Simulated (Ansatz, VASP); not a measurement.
Au: VASP beside Ansatz

File INCAR:

```
SYSTEM = Au
  PREC = Accurate
  ENCUT = 520
  EDIFF = 1E-7
  ISMEAR = 0
  SIGMA = 0.1
  LREAL = .False.
  LASPH = .True.
  NELM = 100
  ALGO = Normal
  ISIF = 2
  LWAVE = .False.
  LCHARG = .False.
  GGA = PE
  NBANDS = 18
```

The input KPOINTS:

```
regular mesh
0
Gamma
  6 6 6
  0 0 0
```

The input POSCAR:

```
Au
1.0
    2.4355364800      1.4061576400      1.7637338000
   -2.4355364800      1.4061576400      1.7637338000
    0.0000000000     -2.8123152900      1.7637338000
Au
2
Direct
    0.3092236700      0.3092236700      0.3092236700
    0.6907763300      0.6907763300      0.6907763300
```

Input for Ansatz:

```yaml
crystal:
  lattice:
    - [2.43553648, 1.40615764, 1.7637338]
    - [-2.43553648, 1.40615764, 1.7637338]
    - [0.0, -2.81231529, 1.7637338]
  atoms:
    - { symbol: Au, position: [0.30922367, 0.30922367, 0.30922367] }
    - { symbol: Au, position: [0.69077633, 0.69077633, 0.69077633] }
basis:
  ecutwfc: 420
kpoints:
  mp_grid: { grid: [6, 6, 6] }
hamiltonian:
  xc: pbe
scf:
  occupations: { method: gaussian, width: 0.1 }
  lower_state_search: "off"
output:
  forces: true
  stress: true
  eigenvalues: true
```

Alike in both runs: task single point; functional PBE; k mesh 6 × 6 × 6; occupations gaussian, width 0.1 eV; no spin polarisation.

|  | VASP | Ansatz |
| --- | --- | --- |
| version | VASP 6.6.1 | Ansatz 0.2.0 |
| potentials or method | VASP PAW PBE potentials, release 64 (Au), cutoff 520 eV | scalar-relativistic, plane waves, PAW |
| valence electrons in the cell | 22 | 38 |

```csv
,VASP,Ansatz,Ansatz less VASP
gap on the k mesh at the Fermi level (eV),none,none,-
rms of the force components (eV/Å),12.205,13.090,+0.8859
```

Atom by atom the forces differ by 0.886 eV/Å (rms over components). A gap of «none» marks a metal or a gap that the smearing closes. VASP's potentials hold 22 valence electrons a cell and Ansatz's 38, so a difference there can come from the potentials and not from the codes.

Spin-orbit coupling is off throughout.
